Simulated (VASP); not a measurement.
# Cu5Sn (P-6m2) in VASP: single point with PBE

Aim: the single point of Cu5Sn with PBE.

Everything below comes from runs of VASP 6.6.1. Logs are shortened: lines on timing, memory, paths and dates and some standing lists are left out, and cuts for length are marked.

**1. The cell of the first run**

Symmetry: P-6m2, No. 187, hexagonal system. The conventional cell has a = 2.860 Å, b = 2.860 Å, c = 12.437 Å, α = 90.00°, β = 90.00°, γ = 120.00°. Within 3.3 Å of Cu (site symmetry 3m) lie 9 Cu at 2.53 to 2.86 Å and 3 Sn at 2.89 Å. Within 3.4 Å of Cu (site symmetry -6m2) lie 12 Cu at 2.54 to 2.86 Å. Cu (site symmetry 3m) has 12 Cu at 2.53 to 2.86 Å within 3.3 Å. Within 3.8 Å of Sn (site symmetry -6m2) lie 6 Sn at 2.86 Å and 6 Cu at 2.89 Å.

**2. Single point, PBE**

The input, INCAR:

```
SYSTEM = Cu5Sn
  PREC = Accurate
  ENCUT = 520
  EDIFF = 1E-6
  ISMEAR = 0
  SIGMA = 0.1
  LREAL = .False.
  LASPH = .True.
  NELM = 80
  ALGO = Fast
  ISIF = 2
  LWAVE = .False.
  LCHARG = .True.
  GGA = PE
  LELF = .True.
  LVHAR = .True.
  NBANDS = 44
```

The input, KPOINTS:

```
Automatic mesh
0
Gamma
  18 18 4
  0 0 0
```

The input, POSCAR:

```
Cu5Sn
1.0
    2.8601435289      0.0000000000      0.0000000000
   -1.4300717645      2.4769569545      0.0000000000
    0.0000000000      0.0000000000     12.4368229565
Cu Sn
5 1
Direct
    0.3333333333      0.6666666667      0.8093880470
    0.3333333333      0.6666666667      0.1906119530
    0.3333333333      0.6666666667      0.5000000000
    0.6666666667      0.3333333333      0.3449359868
    0.6666666667      0.3333333333      0.6550640132
    0.6666666667      0.3333333333      0.0000000000
```

Potentials or basis: VASP PAW PBE potentials, release 64 (Cu, Sn_d).

Launch:

```sh
> cat potpaw_PBE.64/Cu/POTCAR potpaw_PBE.64/Sn_d/POTCAR > POTCAR
> mpirun -np 1 vasp_std > vasp.out
```

OUTCAR:

```text
SYSTEM = Cu5Sn
   PREC = Accurate
   ENCUT = 520
   EDIFF = 1E-6
   ISMEAR = 0
   LREAL = .False.
   LASPH = .True.
   NELM = 80
   ISIF = 2
   GGA = PE

 ion  position               nearest neighbor table
   1  0.333  0.667  0.809-   5 2.53   5 2.53   5 2.53   6 2.89   6 2.89   6 2.89
   2  0.333  0.667  0.191-   4 2.53   4 2.53   4 2.53   6 2.89   6 2.89   6 2.89
   3  0.333  0.667  0.500-   4 2.54   5 2.54   4 2.54   5 2.54   4 2.54   5 2.54
   4  0.667  0.333  0.345-   2 2.53   2 2.53   2 2.53   3 2.54   3 2.54   3 2.54
   5  0.667  0.333  0.655-   1 2.53   1 2.53   1 2.53   3 2.54   3 2.54   3 2.54
   6  0.667  0.333  0.000-   1 2.89   2 2.89   1 2.89   2 2.89   1 2.89   2 2.89

  LATTYP: Found a hexagonal cell.
 ALAT       =     2.8601435289
 C/A-ratio  =     4.3483212751

  Lattice vectors:

 A1 = (   2.8601435289,   0.0000000000,   0.0000000000)
 A2 = (  -1.4300717645,   2.4769569545,   0.0000000000)
 A3 = (   0.0000000000,   0.0000000000,  12.4368229565)

Analysis of symmetry for initial positions (statically):
=====================================================================
 Subroutine PRICEL returns:
 Original cell was already a primitive cell.

 Routine SETGRP: Setting up the symmetry group for a
 hexagonal supercell.

 Subroutine GETGRP returns: Found 12 space group operations
 (whereof 12 operations were pure point group operations)
 out of a pool of 24 trial point group operations.

The static configuration has the point symmetry D_3h.

Analysis of symmetry for dynamics (positions and initial velocities):
=====================================================================
 Subroutine PRICEL returns:
 Original cell was already a primitive cell.

 Routine SETGRP: Setting up the symmetry group for a
 hexagonal supercell.

 Subroutine GETGRP returns: Found 12 space group operations
 (whereof 12 operations were pure point group operations)
 out of a pool of 24 trial point group operations.

The dynamic configuration has the point symmetry D_3h.

 Subroutine INISYM returns: Found 12 space group operations
 (whereof 12 operations are pure point group operations),
 and found     1 'primitive' translations

----------------------------------------------------------------------------------------

                                     Primitive cell

  volume of cell :      88.1081

  direct lattice vectors                    reciprocal lattice vectors
     2.860143529  0.000000000  0.000000000     0.349632803  0.201860593  0.000000000
    -1.430071765  2.476956954  0.000000000     0.000000000  0.403721186  0.000000000
     0.000000000  0.000000000 12.436822957     0.000000000  0.000000000  0.080406387

  length of vectors
     2.860143529  2.860143529 12.436822957     0.403721186  0.403721186  0.080406387

  position of ions in fractional coordinates (direct lattice)
     0.333333333  0.666666667  0.809388047
     0.333333333  0.666666667  0.190611953
     0.333333333  0.666666667  0.500000000
     0.666666667  0.333333333  0.344935987
     0.666666667  0.333333333  0.655064013
     0.666666667  0.333333333  0.000000000

  ion indices of the primitive-cell ions
   primitive index   ion index
                 1           1
                 2           2
                 3           3
                 4           4
                 5           5
                 6           6

----------------------------------------------------------------------------------------

 KPOINTS: Automatic mesh

Automatic generation of k-mesh.
 Grid dimensions read from file:
 generate k-points for:   18   18    4

 Generating k-lattice:

  Cartesian coordinates                     Fractional coordinates (reciprocal lattice)
     0.019424045  0.011214477  0.000000000     0.055555556 -0.000000000  0.000000000
     0.000000000  0.022428955  0.000000000     0.000000000  0.055555556  0.000000000
     0.000000000  0.000000000  0.020101597     0.000000000  0.000000000  0.250000000

  Length of vectors
     0.022428955  0.022428955  0.020101597

  Shift w.r.t. Gamma in fractional coordinates (k-lattice)
     0.000000000  0.000000000  0.000000000

 Subroutine IBZKPT returns following result:
 ===========================================

 Found    111 irreducible k-points:

 Following reciprocal coordinates:
            Coordinates               Weight
  0.000000  0.000000  0.000000      1.000000
  0.055556  0.000000  0.000000      6.000000
  0.111111  0.000000  0.000000      6.000000
  0.166667  0.000000  0.000000      6.000000
  0.222222  0.000000  0.000000      6.000000
  0.277778  0.000000  0.000000      6.000000
[... 16 lines left out ...]
  0.333333  0.111111  0.000000     12.000000
  0.388889  0.111111  0.000000     12.000000
 [... further k-points ...]
   k-points           NKPTS =    111   k-points in BZ     NKDIM =    111   number of bands    NBANDS=     44
   number of dos      NEDOS =    301   number of ions     NIONS =      6
   total plane-waves  NPLWV =  55296
   dimension x,y,z NGX =    24 NGY =   24 NGZ =   96
   dimension x,y,z NGXF=    48 NGYF=   48 NGZF=  192
   ions per type =               5   1
   NGX,Y,Z   is equivalent  to a cutoff of  13.95, 13.95, 12.83 a.u.
   NGXF,Y,Z  is equivalent  to a cutoff of  27.90, 27.90, 25.67 a.u.
 SYSTEM =  Cu5Sn
   PREC   = accura    normal or accurate (medium, high low for compatibility)
   ISTART =      0    job   : 0-new  1-cont  2-samecut
   ICHARG =      2    charge: 1-file 2-atom 10-const
   ISPIN  =      1    spin polarized calculation?
   LNONCOLLINEAR =      F non collinear calculations
   LSORBIT =      F    spin-orbit coupling
   LASPH  =      T    aspherical Exc in radial PAW
   ENCUT  =  520.0 eV  38.22 Ry    6.18 a.u.   5.32  5.32 23.12*2*pi/ulx,y,z
   NELM   =     80;   NELMIN=  2; NELMDL= -5     # of ELM steps
   EDIFF  = 0.1E-05   stopping-criterion for ELM
   LREAL  =      F    real-space projection
   EDIFFG = 0.1E-04   stopping-criterion for IOM
   NSW    =      0    number of steps for IOM
   IBRION =     -1    ionic relax: 0-MD 1-quasi-New 2-CG
   NFREE  =      0    steps in history (QN), initial steepest desc. (CG)
   ISIF   =      2    stress and relaxation
   ISYM   =      2    0-nonsym 1-usesym 2-fastsym
   POTIM  = 0.5000    time-step for ionic-motion
   TEBEG  =    0.0;   TEEND  =   0.0 temperature during run
   PSTRESS=    0.0 pullay stress
   NELECT =      69.0000    total number of electrons
   NUPDOWN=      -1.0000    fix difference up-down
   EMIN   =  10.00;   EMAX   =-10.00  energy-range for DOS
   EFERMI =   0.00;   METHOD = LEGACY
   ISMEAR =     0;   SIGMA  =   0.10  broadening in eV -4-tet -1-fermi 0-gaus
   EFERMI_NEDOS =   21; number of points for ismear=-14 and -15
   IALGO  =     68    algorithm
   IMIX   =      4    mixing-type and parameters
     AMIX     =   0.40;   BMIX     =  1.00
     AMIX_MAG =   1.60;   BMIX_MAG =  1.00
  volume/ion in A,a.u.               =      14.68        99.10
  Fermi-wavevector in a.u.,A,eV,Ry     =   1.508989  2.851575 30.981098  2.277046
  Thomas-Fermi vector in A             =   2.619370
   LORBIT       =      0    0 simple, 1 ext, 2 COOP (PROOUT), +10 PAW based schemes
   GGA     = PE    functional components
   LHFCALC =     F    Hartree Fock is set to
   AEXX    =    0.0000 exact exchange contribution
   IVDW    =     0    specifies the selected vdW correction
   LEPSILON=     F    determine dielectric tensor
   LRPA    =     F    only Hartree local field effects (RPA)
 non-spin polarized calculation
 RMM-DIIS sequential band-by-band and
 Gauss-broadening in eV      SIGMA  =   0.10
  energy-cutoff  :      520.00
  volume of cell :       88.11
 maximum number of plane-waves:      2405
 NGX is ok and might be reduce to    24
   NGX = 11   NGY = 11   NGZ = 47

 number of electron      69.0000040 magnetization

 Free energy of the ion-electron system (eV)
  ---------------------------------------------------
  ext. energy  EPLUGINS =         0.00000000
  ---------------------------------------------------
  free energy    TOTEN  =       -20.89769039 eV

  energy without entropy =      -20.89141040  energy(sigma->0) =      -20.89455040

 E-fermi :   7.5548     XC(G=0): -11.8927

 val. band max:        7.5508239368   @ k =   0.4444   0.0556   0.5000
 cond. band min:       7.5559571391   @ k =   0.2222   0.0556   0.5000
 fundamental gap:      0.0051332023
 Fermi energy:         7.5547522002

 k-point     1 :       0.0000    0.0000    0.0000
  band No.  band energies     occupation
      1     -14.6610      2.00000
      2     -14.6543      2.00000
      3     -14.6543      2.00000
      4     -14.2020      2.00000
      5     -14.2020      2.00000
      6      -5.1249      2.00000
[... 36 lines left out ...]
     43      22.6656      0.00000
     44      22.6801      0.00000

 k-point     2 :       0.0556    0.0000    0.0000
  band No.  band energies     occupation
      1     -14.6633      2.00000
      2     -14.6440      2.00000
      3     -14.6377      2.00000
      4     -14.2130      2.00000
      5     -14.2043      2.00000
      6      -5.0473      2.00000
[... 36 lines left out ...]
     43      22.5284      0.00000
     44      22.6222      0.00000

 k-point     3 :       0.1111    0.0000    0.0000
  band No.  band energies     occupation
      1     -14.6855      2.00000
      2     -14.5990      2.00000
      3     -14.5896      2.00000
      4     -14.2444      2.00000
      5     -14.2109      2.00000
      6      -4.8130      2.00000
[... 36 lines left out ...]
     43      20.3720      0.00000
     44      20.5045      0.00000

 k-point     4 :       0.1667    0.0000    0.0000
  band No.  band energies     occupation
      1     -14.7199      2.00000
      2     -14.5307      2.00000
      3     -14.5154      2.00000
      4     -14.2918      2.00000
      5     -14.2211      2.00000
      6      -4.4184      2.00000
[... 882 lines left out ...]
     43      15.2145      0.00000
     44      16.2566      0.00000

 k-point    23 :       0.3333    0.1111    0.0000
  band No.  band energies     occupation
      1     -14.8143      2.00000
      2     -14.4998      2.00000
      3     -14.2921      2.00000
      4     -14.2829      2.00000
      5     -14.1354      2.00000
      6      -0.9171      2.00000
[... 36 lines left out ...]
     43      13.7049      0.00000
     44      15.8382      0.00000

 k-point    24 :       0.3889    0.1111    0.0000
  band No.  band energies     occupation
      1     -14.8337      2.00000
      2     -14.5243      2.00000
      3     -14.3007      2.00000
      4     -14.2102      2.00000
      5     -14.1244      2.00000
      6       0.2933      2.00000
[... 36 lines left out ...]
     43      13.9768      0.00000
     44      15.5365      0.00000

 [... further k-points ...]
[... 5 lines left out ...]
  --------------------------------------------------------------------------------------
  -------------------------------------------------------------------------------------
  Total        0.1038667      0.1038667      0.1426727     -0.0000000      0.0000000      0.0000000
  in kB        1.8887362      1.8887362      2.5943930     -0.0000000      0.0000000      0.0000000
  external PRESSURE =       2.1239551 kB  Pullay stress =       0.0000000 kB

 VOLUME and BASIS-vectors are now :
 -----------------------------------------------------------------------------
  energy-cutoff  :      520.00
  volume of cell :       88.11
      direct lattice vectors                 reciprocal lattice vectors
     2.860143529  0.000000000  0.000000000     0.349632803  0.201860593  0.000000000
    -1.430071765  2.476956954  0.000000000     0.000000000  0.403721186  0.000000000
     0.000000000  0.000000000 12.436822957     0.000000000  0.000000000  0.080406387

 POSITION                                       TOTAL-FORCE (eV/Angst)
 -----------------------------------------------------------------------------------
     -0.00000      1.65130     10.06622         0.000000      0.000000      0.007315
     -0.00000      1.65130      2.37061        -0.000000      0.000000     -0.007315
     -0.00000      1.65130      6.21841         0.000000      0.000000      0.000000
      1.43007      0.82565      4.28991        -0.000000      0.000000     -0.002044
      1.43007      0.82565      8.14692         0.000000     -0.000000      0.002044
      1.43007      0.82565      0.00000        -0.000000      0.000000      0.000000
 -----------------------------------------------------------------------------------
    total drift:                               -0.000000      0.000000      0.000000

  FREE ENERGIE OF THE ION-ELECTRON SYSTEM (eV)
  ---------------------------------------------------
  free  energy   TOTEN  =       -20.8976903896 eV

  energy  without entropy=      -20.8914104028  energy(sigma->0) =      -20.89455040
```

It took 8.9 min on 1 thread of Intel Xeon Platinum 8375C at 2.90GHz (Ice Lake), shared host; peak memory 0.47 GiB.

Results:

* Free energy: -20.8977 eV
* Pressure: 0.2 GPa
* Largest force: 0.007 eV/Å

Forces on the atoms (eV/Å):
```
Cu   0.000  0.000  0.007
Cu   0.000  0.000 -0.007
Cu   0.000  0.000  0.000
Cu   0.000  0.000 -0.002
Cu   0.000  0.000  0.002
Sn   0.000  0.000  0.000
```

Caveat: spin-orbit coupling is left out, which moves the levels of the heavy elements.
